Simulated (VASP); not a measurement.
# PtS2 (P1) in VASP: single point with PBE

Aim: the single point of PtS2 with PBE.

Everything below comes from runs of VASP 6.6.1. Logs are shortened: lines on timing, memory, paths and dates and some standing lists are left out, and cuts for length are marked.

**1. The cell of the first run**

The typed cell holds 3 atoms: a = 3.543 Å, b = 3.543 Å, c = 5.039 Å, α = 90.00°, β = 90.00°, γ = 120.00°.

**2. Single point, PBE (atom 2 (S) moved by (-0.200, +0.000) A along x and y)**

Contents of INCAR:

```
SYSTEM = PtS2
PREC = Accurate
ENCUT = 520
EDIFF = 1E-6
ISMEAR = 0
SIGMA = 0.05
LREAL = .False.
LASPH = .True.
NELM = 100
ALGO = Normal
ISIF = 2
LWAVE = .False.
LCHARG = .True.
GGA = PE
LELF = .True.
LVHAR = .True.
NBANDS = 18
```

Contents of KPOINTS:

```
regular mesh
0
Gamma
  12 12 8
  0 0 0
```

Contents of POSCAR:

```
PtS2
1.0
    3.5431994758      0.0000000000      0.0000000000
   -1.7715997379      3.0685007567      0.0000000000
    0.0000000000      0.0000000000      5.0388000000
Pt S
1 2
Direct
    0.0000000000      0.0000000000      0.0000000000
    0.2768871746      0.6666666667      0.2500000000
    0.6666666667      0.3333333333      0.7500000000
```

Potentials or basis: VASP PAW PBE potentials, release 64 (Pt, S).

The run is started by

```console
> cat potpaw_PBE.64/Pt/POTCAR potpaw_PBE.64/S/POTCAR > POTCAR
> mpirun -np 1 vasp_std > vasp.out
```

OUTCAR:

```text
SYSTEM = PtS2
   PREC = Accurate
   ENCUT = 520
   EDIFF = 1E-6
   ISMEAR = 0
   LREAL = .False.
   LASPH = .True.
   NELM = 100
   ISIF = 2
   GGA = PE

 ion  position               nearest neighbor table
   1  0.000  0.000  0.000-   2 2.26   3 2.40   3 2.40   3 2.40   2 2.41   2 2.55
   2  0.277  0.667  0.250-   1 2.26   1 2.41   1 2.55
   3  0.667  0.333  0.750-   1 2.40   1 2.40   1 2.40

  LATTYP: Found a hexagonal cell.
 ALAT       =     3.5431994758
 C/A-ratio  =     1.4221045229

  Lattice vectors:

 A1 = (   3.5431994758,   0.0000000000,   0.0000000000)
 A2 = (  -1.7715997379,   3.0685007567,   0.0000000000)
 A3 = (   0.0000000000,   0.0000000000,   5.0388000000)

Analysis of symmetry for initial positions (statically):
=====================================================================
 Subroutine PRICEL returns:
 Original cell was already a primitive cell.

 Routine SETGRP: Setting up the symmetry group for a
 hexagonal supercell.

 Subroutine GETGRP returns: Found  1 space group operations
 (whereof  1 operations were pure point group operations)
 out of a pool of 24 trial point group operations.

The static configuration has the point symmetry C_1 .

Analysis of symmetry for dynamics (positions and initial velocities):
=====================================================================
 Subroutine PRICEL returns:
 Original cell was already a primitive cell.

 Routine SETGRP: Setting up the symmetry group for a
 hexagonal supercell.

 Subroutine GETGRP returns: Found  1 space group operations
 (whereof  1 operations were pure point group operations)
 out of a pool of 24 trial point group operations.

The dynamic configuration has the point symmetry C_1 .

 Subroutine INISYM returns: Found  1 space group operations
 (whereof  1 operations are pure point group operations),
 and found     1 'primitive' translations

----------------------------------------------------------------------------------------

                                     Primitive cell

  volume of cell :      54.7834

  direct lattice vectors                    reciprocal lattice vectors
     3.543199476  0.000000000  0.000000000     0.282230794  0.162946025  0.000000000
    -1.771599738  3.068500757  0.000000000     0.000000000  0.325892049  0.000000000
     0.000000000  0.000000000  5.038800000     0.000000000  0.000000000  0.198459951

  length of vectors
     3.543199476  3.543199476  5.038800000     0.325892049  0.325892049  0.198459951

  position of ions in fractional coordinates (direct lattice)
     0.000000000  0.000000000  0.000000000
     0.276887175  0.666666667  0.250000000
     0.666666667  0.333333333  0.750000000

  ion indices of the primitive-cell ions
   primitive index   ion index
                 1           1
                 2           2
                 3           3

----------------------------------------------------------------------------------------

 KPOINTS: regular mesh

Automatic generation of k-mesh.
 Grid dimensions read from file:
 generate k-points for:   12   12    8

 Generating k-lattice:

  Cartesian coordinates                     Fractional coordinates (reciprocal lattice)
     0.023519233  0.013578835  0.000000000     0.083333333  0.000000000  0.000000000
     0.000000000  0.027157671  0.000000000     0.000000000  0.083333333  0.000000000
     0.000000000  0.000000000  0.024807494     0.000000000  0.000000000  0.125000000

  Length of vectors
     0.027157671  0.027157671  0.024807494

  Shift w.r.t. Gamma in fractional coordinates (k-lattice)
     0.000000000  0.000000000  0.000000000

 Subroutine IBZKPT returns following result:
 ===========================================

 Found    580 irreducible k-points:

 Following reciprocal coordinates:
            Coordinates               Weight
  0.000000  0.000000  0.000000      1.000000
  0.083333  0.000000  0.000000      2.000000
  0.000000  0.083333  0.000000      2.000000
 -0.083333  0.083333  0.000000      2.000000
  0.166667  0.000000  0.000000      2.000000
  0.000000  0.166667  0.000000      2.000000
[... 16 lines left out ...]
  0.166667  0.083333  0.000000      2.000000
 -0.083333  0.250000  0.000000      2.000000
 [... further k-points ...]
   k-points           NKPTS =    580   k-points in BZ     NKDIM =    580   number of bands    NBANDS=     18
   number of dos      NEDOS =    301   number of ions     NIONS =      3
   total plane-waves  NPLWV =  31360
   dimension x,y,z NGX =    28 NGY =   28 NGZ =   40
   dimension x,y,z NGXF=    56 NGYF=   56 NGZF=   80
   ions per type =               1   2
   NGX,Y,Z   is equivalent  to a cutoff of  13.14, 13.14, 13.20 a.u.
   NGXF,Y,Z  is equivalent  to a cutoff of  26.28, 26.28, 26.39 a.u.
 SYSTEM =  PtS2
   PREC   = accura    normal or accurate (medium, high low for compatibility)
   ISTART =      0    job   : 0-new  1-cont  2-samecut
   ICHARG =      2    charge: 1-file 2-atom 10-const
   ISPIN  =      1    spin polarized calculation?
   LNONCOLLINEAR =      F non collinear calculations
   LSORBIT =      F    spin-orbit coupling
   LASPH  =      T    aspherical Exc in radial PAW
   ENCUT  =  520.0 eV  38.22 Ry    6.18 a.u.   6.59  6.59  9.37*2*pi/ulx,y,z
   NELM   =    100;   NELMIN=  2; NELMDL= -5     # of ELM steps
   EDIFF  = 0.1E-05   stopping-criterion for ELM
   LREAL  =      F    real-space projection
   EDIFFG = 0.1E-04   stopping-criterion for IOM
   NSW    =      0    number of steps for IOM
   IBRION =     -1    ionic relax: 0-MD 1-quasi-New 2-CG
   NFREE  =      0    steps in history (QN), initial steepest desc. (CG)
   ISIF   =      2    stress and relaxation
   ISYM   =      2    0-nonsym 1-usesym 2-fastsym
   POTIM  = 0.5000    time-step for ionic-motion
   TEBEG  =    0.0;   TEEND  =   0.0 temperature during run
   PSTRESS=    0.0 pullay stress
   NELECT =      22.0000    total number of electrons
   NUPDOWN=      -1.0000    fix difference up-down
   EMIN   =  10.00;   EMAX   =-10.00  energy-range for DOS
   EFERMI =   0.00;   METHOD = LEGACY
   ISMEAR =     0;   SIGMA  =   0.05  broadening in eV -4-tet -1-fermi 0-gaus
   EFERMI_NEDOS =   21; number of points for ismear=-14 and -15
   IALGO  =     38    algorithm
   IMIX   =      4    mixing-type and parameters
     AMIX     =   0.40;   BMIX     =  1.00
     AMIX_MAG =   1.60;   BMIX_MAG =  1.00
  volume/ion in A,a.u.               =      18.26       123.23
  Fermi-wavevector in a.u.,A,eV,Ry     =   1.207812  2.282434 19.848319  1.458810
  Thomas-Fermi vector in A             =   2.343439
   LORBIT       =      0    0 simple, 1 ext, 2 COOP (PROOUT), +10 PAW based schemes
   GGA     = PE    functional components
   LHFCALC =     F    Hartree Fock is set to
   AEXX    =    0.0000 exact exchange contribution
   IVDW    =     0    specifies the selected vdW correction
   LEPSILON=     F    determine dielectric tensor
   LRPA    =     F    only Hartree local field effects (RPA)
 non-spin polarized calculation
 Gauss-broadening in eV      SIGMA  =   0.05
  energy-cutoff  :      520.00
  volume of cell :       54.78
 maximum number of plane-waves:      1507
   NGX = 13   NGY = 13   NGZ = 19

 number of electron      22.0000000 magnetization

 Free energy of the ion-electron system (eV)
  ---------------------------------------------------
  ext. energy  EPLUGINS =         0.00000000
  ---------------------------------------------------
  free energy    TOTEN  =       -15.18827662 eV

  energy without entropy =      -15.18827662  energy(sigma->0) =      -15.18827662

 E-fermi :   7.0283     XC(G=0): -10.6901

 val. band max:        6.8276769685   @ k =   0.0000   0.0000   0.0000
 cond. band min:       7.2282899027   @ k =   0.3333  -0.0833  -0.2500
 fundamental gap:      0.4006129342
 Fermi energy:         7.0282919988

 k-point     1 :       0.0000    0.0000    0.0000
  band No.  band energies     occupation
      1      -8.4283      2.00000
      2      -5.5980      2.00000
      3      -0.2684      2.00000
      4       0.2837      2.00000
      5       0.5555      2.00000
      6       2.9187      2.00000
[... 10 lines left out ...]
     17      15.2838      0.00000
     18      19.0471      0.00000

 k-point     2 :       0.0833    0.0000    0.0000
  band No.  band energies     occupation
      1      -8.3451      2.00000
      2      -5.6290      2.00000
      3      -0.1841      2.00000
      4       0.3252      2.00000
      5       0.5994      2.00000
      6       2.8348      2.00000
[... 10 lines left out ...]
     17      15.4961      0.00000
     18      18.3129      0.00000

 k-point     3 :       0.0000    0.0833    0.0000
  band No.  band energies     occupation
      1      -8.3416      2.00000
      2      -5.6349      2.00000
      3      -0.1722      2.00000
      4       0.3363      2.00000
      5       0.6089      2.00000
      6       2.7459      2.00000
[... 10 lines left out ...]
     17      15.3958      0.00000
     18      17.9284      0.00000

 k-point     4 :      -0.0833    0.0833    0.0000
  band No.  band energies     occupation
      1      -8.3391      2.00000
      2      -5.6406      2.00000
      3      -0.1635      2.00000
      4       0.3512      2.00000
      5       0.6223      2.00000
      6       2.7533      2.00000
[... 10 lines left out ...]
     17      15.1064      0.00000
     18      17.7957      0.00000

 k-point     5 :       0.1667    0.0000    0.0000
  band No.  band energies     occupation
      1      -8.1052      2.00000
      2      -5.7143      2.00000
      3       0.0429      2.00000
      4       0.4343      2.00000
      5       0.7487      2.00000
      6       2.5004      2.00000
[... 10 lines left out ...]
     17      16.0693      0.00000
     18      16.9617      0.00000

 k-point     6 :       0.0000    0.1667    0.0000
  band No.  band energies     occupation
      1      -8.0906      2.00000
      2      -5.7355      2.00000
      3       0.0967      2.00000
      4       0.4938      2.00000
      5       0.7522      2.00000
      6       2.3487      2.00000
[... 10 lines left out ...]
     17      15.8727      0.00000
     18      16.6535      0.00000

 k-point     7 :      -0.1667    0.1667    0.0000
  band No.  band energies     occupation
      1      -8.0808      2.00000
      2      -5.7545      2.00000
      3       0.1416      2.00000
      4       0.5437      2.00000
      5       0.8043      2.00000
      6       2.2642      2.00000
[... 10 lines left out ...]
     17      15.5518      0.00000
     18      16.4082      0.00000

 k-point     8 :       0.2500   -0.0000    0.0000
  band No.  band energies     occupation
      1      -7.7395      2.00000
      2      -5.8357      2.00000
      3       0.3141      2.00000
      4       0.5618      2.00000
      5       1.0500      2.00000
      6       1.8706      2.00000
[... 10 lines left out ...]
     17      15.9113      0.00000
     18      16.2086      0.00000
[... 229 lines left out ...]
     17      14.7664      0.00000
     18      18.1673      0.00000

 k-point    20 :       0.0833    0.0833    0.0000
  band No.  band energies     occupation
      1      -8.1817      2.00000
      2      -5.6881      2.00000
      3      -0.0217      2.00000
      4       0.4034      2.00000
      5       0.6808      2.00000
      6       2.5839      2.00000
[... 10 lines left out ...]
     17      15.8841      0.00000
     18      17.3897      0.00000

 k-point    21 :      -0.0833    0.1667    0.0000
  band No.  band energies     occupation
      1      -8.1647      2.00000
      2      -5.7181      2.00000
      3       0.0426      2.00000
      4       0.4732      2.00000
      5       0.7477      2.00000
      6       2.4534      2.00000
[... 10 lines left out ...]
     17      15.6697      0.00000
     18      16.6768      0.00000

 k-point    22 :      -0.1667    0.0833    0.0000
  band No.  band energies     occupation
      1      -8.1749      2.00000
      2      -5.7028      2.00000
      3       0.0059      2.00000
      4       0.4456      2.00000
      5       0.7157      2.00000
      6       2.6259      2.00000
[... 10 lines left out ...]
     17      15.7288      0.00000
     18      16.9897      0.00000

 k-point    23 :       0.1667    0.0833    0.0000
  band No.  band energies     occupation
      1      -7.8789      2.00000
      2      -5.7884      2.00000
      3       0.2267      2.00000
      4       0.5300      2.00000
      5       0.8651      2.00000
      6       2.2229      2.00000
[... 10 lines left out ...]
     17      16.1725      0.00000
     18      16.3153      0.00000

 k-point    24 :      -0.0833    0.2500    0.0000
  band No.  band energies     occupation
      1      -7.8424      2.00000
      2      -5.8396      2.00000
      3       0.3838      2.00000
      4       0.6822      2.00000
      5       0.9294      2.00000
      6       1.9921      2.00000
[... 10 lines left out ...]
     17      15.6878      0.00000
     18      16.4953      0.00000

 [... further k-points ...]

------------------------ aborting loop because EDIFF is reached ----------------------------------------

  FORCE on cell =-STRESS in cart. coord.  units (eV):
  Direction    XX          YY          ZZ          XY          YZ          ZX
  --------------------------------------------------------------------------------------
  -------------------------------------------------------------------------------------
  Total        1.6853855      1.2891533      0.6454284     -1.0889372     -0.4398418      2.1287198
  in kB       49.2902337     37.7021553     18.8759876    -31.8467012    -12.8634708     62.2558434
  external PRESSURE =      35.2894589 kB  Pullay stress =       0.0000000 kB

 VOLUME and BASIS-vectors are now :
 -----------------------------------------------------------------------------
  energy-cutoff  :      520.00
  volume of cell :       54.78
      direct lattice vectors                 reciprocal lattice vectors
     3.543199476  0.000000000  0.000000000     0.282230794  0.162946025  0.000000000
    -1.771599738  3.068500757  0.000000000     0.000000000  0.325892049  0.000000000
     0.000000000  0.000000000  5.038800000     0.000000000  0.000000000  0.198459951

 POSITION                                       TOTAL-FORCE (eV/Angst)
 -----------------------------------------------------------------------------------
      0.00000      0.00000      0.00000        -1.632165      0.286432     -0.356646
     -0.20000      2.04567      1.25970         1.765443     -0.318985      0.053806
      1.77160      1.02283      3.77910        -0.133278      0.032553      0.302840
 -----------------------------------------------------------------------------------
    total drift:                               -0.000060     -0.000002     -0.000023

  FREE ENERGIE OF THE ION-ELECTRON SYSTEM (eV)
  ---------------------------------------------------
  free  energy   TOTEN  =       -15.1882766179 eV

  energy  without entropy=      -15.1882766179  energy(sigma->0) =      -15.18827662
```

Run time: 5.4 min. Hardware: 1 thread of AMD EPYC 9R45 (Zen 5), shared host; peak memory 0.58 GiB.

Results:

```yaml
Free_energy: -15.1883 eV
Pressure: 3.5 GPa
Largest_force: 1.795 eV/Å
Band_gap_on_the_k_mesh: 0.40 eV (least direct gap 0.55 eV)
```

Forces in eV/Å, atoms in the order of the input:
```
Pt  -1.632  0.286 -0.357
S    1.765 -0.319  0.054
S   -0.133  0.033  0.303
```

Caveat: the cell differs from its parent crystal (atom 2 (S) moved by (-0.200, +0.000) A along x and y); the cell stands under pressure; spin-orbit coupling is left out, which moves the levels of the heavy elements; forces of over 1 eV/Å act on the atoms, so gaps and moduli don't describe the material at rest. A k mesh can miss the band edges.
